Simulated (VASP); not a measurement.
# Be3GeF2 (R-3m) in VASP: further runs, part 2 of 2

VASP 6.6.1. Earlier steps stand in the parts before.

## (3) Single point, PBE

This run uses another cell than the first one, of 14.33 Å³/atom.

Contents of INCAR:

```
SYSTEM = Be3GeF2
ALGO = Normal
EDIFF = 1E-6
ENCUT = 520
GGA = PE
ISIF = 2
ISMEAR = 0
LASPH = .True.
LCHARG = .True.
LELF = .True.
LREAL = .False.
LVHAR = .True.
LWAVE = .False.
NBANDS = 26
NELM = 80
PREC = Accurate
SIGMA = 0.1
```

Contents of KPOINTS:

```
k-points
0
Gamma
  4 4 4
  0 0 0
```

Contents of POSCAR:

```
Be3GeF2
1.0
    3.1207676500      1.8017760400      2.5480961200
   -3.1207676500      1.8017760400      2.5480961200
    0.0000000000     -3.6035520900      2.5480961200
Be Ge F
3 1 2
Direct
    0.0000000000      0.5000000000      0.0000000000
    0.5000000000      0.0000000000      0.0000000000
    0.0000000000      0.0000000000      0.5000000000
    0.5000000000      0.5000000000      0.5000000000
    0.7500000000      0.7500000000      0.7500000000
    0.2500000000      0.2500000000      0.2500000000
```

Potentials or basis: VASP PAW PBE potentials, release 64 (Be, Ge_d, F).

Command:

```
$ cat potpaw_PBE.64/Be/POTCAR potpaw_PBE.64/Ge_d/POTCAR potpaw_PBE.64/F/POTCAR > POTCAR
$ mpirun -np 1 vasp_std > vasp.out
```

OUTCAR:

```text
SYSTEM = Be3GeF2
   EDIFF = 1E-6
   ENCUT = 520
   GGA = PE
   ISIF = 2
   ISMEAR = 0
   LASPH = .True.
   LREAL = .False.
   NELM = 80
   PREC = Accurate

 ion  position               nearest neighbor table
   1  0.000  0.500  0.000-   5 1.91   6 1.91
   2  0.500  0.000  0.000-   5 1.91   6 1.91
   3  0.000  0.000  0.500-   5 1.91   6 1.91
   4  0.500  0.500  0.500-   5 1.91   6 1.91
   5  0.750  0.750  0.750-   3 1.91   2 1.91   1 1.91   4 1.91
   6  0.250  0.250  0.250-   3 1.91   2 1.91   1 1.91   4 1.91

  LATTYP: Found a simple cubic cell.
 ALAT       =     4.4134319368

  Lattice vectors:

 A1 = (   3.1207676500,   1.8017760400,   2.5480961200)
 A2 = (  -3.1207676500,   1.8017760400,   2.5480961200)
 A3 = (   0.0000000000,  -3.6035520900,   2.5480961200)

Analysis of symmetry for initial positions (statically):
=====================================================================
 Subroutine PRICEL returns:
 Original cell was already a primitive cell.

 Routine SETGRP: Setting up the symmetry group for a
 simple cubic supercell.

[... 165 lines left out ...]
 val. band max:        3.8126467459   @ k =   0.5000   0.2500   0.2500
 cond. band min:       3.9141974299   @ k =   0.2500   0.0000   0.0000
 fundamental gap:      0.1015506840
 Fermi energy:         3.9002752806

 k-point     1 :       0.0000    0.0000    0.0000
  band No.  band energies     occupation
      1     -23.4536      2.00000
      2     -23.1265      2.00000
      3     -21.0810      2.00000
      4     -21.0810      2.00000
      5     -20.9178      2.00000
      6     -20.9178      2.00000
[... 366 lines left out ...]
     25      10.5754      0.00000
     26      10.6028      0.00000

------------------------ aborting loop because EDIFF is reached ----------------------------------------

  FORCE on cell =-STRESS in cart. coord.  units (eV):
  Direction    XX          YY          ZZ          XY          YZ          ZX
  --------------------------------------------------------------------------------------
  -------------------------------------------------------------------------------------
  Total       -7.6051758     -7.6051758      9.4707939      0.0000000     -0.0000000      0.0000000
  in kB     -141.7393826   -141.7393827    176.5093311      0.0000000     -0.0000002      0.0000000
  external PRESSURE =     -35.6564781 kB  Pullay stress =       0.0000000 kB

 VOLUME and BASIS-vectors are now :
 -----------------------------------------------------------------------------
  energy-cutoff  :      520.00
  volume of cell :       85.97
      direct lattice vectors                 reciprocal lattice vectors
     3.120767650  1.801776040  2.548096120     0.160216990  0.092501322  0.130816625
    -3.120767650  1.801776040  2.548096120    -0.160216990  0.092501322  0.130816625
     0.000000000 -3.603552090  2.548096120     0.000000000 -0.185002645  0.130816624

 POSITION                                       TOTAL-FORCE (eV/Angst)
 -----------------------------------------------------------------------------------
     -1.56038      0.90089      1.27405         0.000000     -0.000000     -0.000000
      1.56038      0.90089      1.27405        -0.000000     -0.000000      0.000000
      0.00000     -1.80178      1.27405         0.000000     -0.000000      0.000000
      0.00000     -0.00000      3.82214         0.000000     -0.000000     -0.000000
      0.00000     -0.00000      5.73322         0.000000     -0.000000      3.809423
      0.00000     -0.00000      1.91107         0.000000      0.000000     -3.809423
 -----------------------------------------------------------------------------------
    total drift:                               -0.000000     -0.000000      0.000000

  FREE ENERGIE OF THE ION-ELECTRON SYSTEM (eV)
  ---------------------------------------------------
  free  energy   TOTEN  =       -19.3234253311 eV

  energy  without entropy=      -19.3117847024  energy(sigma->0) =      -19.31760502
```

OSZICAR:

```text
N       E                     dE             d eps       ncg     rms          rms(c)
DAV:   1     0.294953221342E+03    0.29495E+03   -0.16281E+04   824   0.221E+03
DAV:   2     0.256375854554E+02   -0.26932E+03   -0.25201E+03   734   0.650E+02
DAV:   3    -0.182751109630E+02   -0.43913E+02   -0.43219E+02   820   0.147E+02
DAV:   4    -0.199285547869E+02   -0.16534E+01   -0.16492E+01   818   0.329E+01
DAV:   5    -0.199589808229E+02   -0.30426E-01   -0.30412E-01   856   0.489E+00    0.612E+00
DAV:   6    -0.192886386247E+02    0.67034E+00   -0.32762E+00   860   0.146E+01    0.217E+00
DAV:   7    -0.193121353585E+02   -0.23497E-01   -0.23103E-01   748   0.291E+00    0.122E+00
DAV:   8    -0.193248343890E+02   -0.12699E-01   -0.40843E-02   802   0.174E+00    0.352E-01
DAV:   9    -0.193233444629E+02    0.14899E-02   -0.82302E-03  1026   0.107E+00    0.598E-02
DAV:  10    -0.193234335994E+02   -0.89137E-04   -0.82292E-04   756   0.202E-01    0.347E-02
DAV:  11    -0.193234237926E+02    0.98068E-05   -0.96628E-05  1034   0.143E-01    0.918E-03
DAV:  12    -0.193234249439E+02   -0.11513E-05   -0.12086E-05   782   0.242E-02    0.137E-03
DAV:  13    -0.193234253311E+02   -0.38724E-06   -0.54119E-07   534   0.734E-03
   1 F= -.19323425E+02 E0= -.19317605E+02  d E =-.116406E-01
```

stdout:

```text
POSCAR found type information on POSCAR BeGeF
 POSCAR found :  3 types and       6 ions
 scaLAPACK will be used
 LDA part: xc-table for (Slater+PW92), standard interpolation
 POSCAR, INCAR and KPOINTS ok, starting setup
 FFT: planning ... GRIDC
 FFT: planning ... GRID_SOFT
 FFT: planning ... GRID
 WAVECAR not read
 entering main loop
```

Run time: 44 s. Hardware: 1 thread of Intel Xeon 8259CL, shared host; peak memory 0.21 GiB.

Results:

| Item | Value |
| --- | --- |
| Free energy | -19.3234 eV |
| Pressure | -3.6 GPa |
| Largest force | 3.809 eV/Å |
| Band gap on the k mesh | zero (bands 17 and 18 overlap by 0.55 eV) |

Forces in eV/Å, atoms in the order of the input:
```
Be   0.000  0.000  0.000
Be   0.000  0.000  0.000
Be   0.000  0.000  0.000
Ge   0.000  0.000  0.000
F    0.000  0.000  3.809
F    0.000  0.000 -3.809
```

Levels at points of the mesh, in eV from the Fermi level:
| k point | band 13 | band 14 | band 15 | band 16 | band 17 | band 18 | band 19 | band 20 | band 21 | band 22 |
| --- | --- | --- | --- | --- | --- | --- | --- | --- | --- | --- |
| (0.00, 0.00, 0.00) | -8.78 | -6.67 | -2.13 | -2.13 | -0.28 | 2.79 | 2.79 | 3.54 | 3.54 | 3.92 |
| (0.50, 0.00, 0.00) | -8.73 | -5.07 | -3.49 | -0.75 | 0.21 | 0.43 | 2.36 | 2.82 | 2.86 | 3.40 |
| (0.50, 0.50, 0.00) | -8.74 | -4.60 | -2.45 | -1.93 | -1.58 | 1.25 | 2.38 | 2.53 | 3.13 | 4.13 |
| (0.50, 0.50, 0.50) | -8.90 | -3.86 | -1.71 | -1.71 | -0.99 | -0.17 | -0.17 | 1.76 | 2.07 | 6.20 |

Caveat: the cell stands under tension; forces of over 1 eV/Å act on the atoms, so gaps and moduli don't describe the material at rest.

## (4) Single point, PBE

Contents of INCAR:

```
PREC = Accurate ; ENCUT = 520
EDIFF = 1E-6 ; ISMEAR = 0
SIGMA = 0.1 ; LREAL = F
LASPH = T ; NELM = 100
ALGO = Normal ; ISIF = 2
LWAVE = F ; LCHARG = F
GGA = PE ; NBANDS = 26
```

Contents of KPOINTS:

```
regular mesh
0
Gamma
  6 6 6
```

Contents of POSCAR:

```
Be3GeF2
1.0
    2.2915314912      1.3230163233      3.7777091933
   -2.2915314912      1.3230163233      3.7777091933
    0.0000000000     -2.6460326466      3.7777091933
Be Ge F
3 1 2
Direct
    0.0000000000      0.5000000000      0.0000000000
    0.5000000000      0.0000000000      0.0000000000
    0.0000000000      0.0000000000      0.5000000000
    0.5000000000      0.5000000000      0.5000000000
    0.7103817096      0.7103817096      0.7103817096
    0.2896182904      0.2896182904      0.2896182904
```

Command:

```
$ cat potpaw_PBE.64/Be/POTCAR potpaw_PBE.64/Ge_d/POTCAR potpaw_PBE.64/F/POTCAR > POTCAR
$ mpirun -np 1 vasp_std > vasp.out
```

Wall time 94 s (1 thread of Intel Xeon 8259CL, shared host); peak memory 0.23 GiB.

The run converged. Its results:

```
Free energy            : -24.0155 eV
Pressure               : 0.2 GPa
Largest force          : 0.042 eV/Å
Band gap on the k mesh : 0.07 eV (least direct gap 0.56 eV)
```

Forces on the atoms (eV/Å):
```
Be   0.000  0.000  0.000
Be   0.000  0.000  0.000
Be   0.000  0.000  0.000
Ge   0.000  0.000  0.000
F    0.000  0.000 -0.042
F    0.000  0.000  0.042
```

Stress tensor (GPa, compression positive):
```
0.23 0.00 0.00
0.00 0.23 0.00
0.00 0.00 0.06
```

Levels at points of the mesh, in eV from the valence-band top:
```tsv
k point	band 15	band 16	band 17	band 18	band 19	band 20
(0.00, 0.00, 0.00)	-3.66	-3.66	-1.67	0.96	3.57	3.81
(0.50, 0.00, 0.00)	-3.52	-3.08	-0.72	1.63	3.52	3.80
(0.50, 0.50, 0.00)	-4.03	-2.35	-1.62	1.13	3.71	4.18
(0.50, 0.50, 0.50)	-2.91	-2.91	-2.14	0.64	1.04	3.49
```

## (5) Overview

```csv
cell,k mesh,gap on the mesh (eV),pressure (GPa),largest force (eV/Å)
"a = 4.612 Å, angles 59.6°, 6 atoms, atomic positions A",4 × 4 × 4,0.95,0.0,0.03
"a = 4.413 Å, 6 atoms, atomic positions B",4 × 4 × 4,none,-3.6,3.81
"a = 4.612 Å, angles 59.6°, 6 atoms, atomic positions A",6 × 6 × 6,0.07,0.2,0.04
```

Alike in all rows: task single point; level PBE; potentials or basis VASP PAW PBE potentials, release 64 (Be, Ge_d, F); no spin polarisation; cutoff (eV) 520; smearing gaussian 0.1 eV.

Caveats: the cell stands under tension (at least some runs); forces of over 1 eV/Å act on the atoms, so gaps and moduli don't describe the material at rest (at least some runs).

Absolute energies hang on the potentials; compare differences alone.
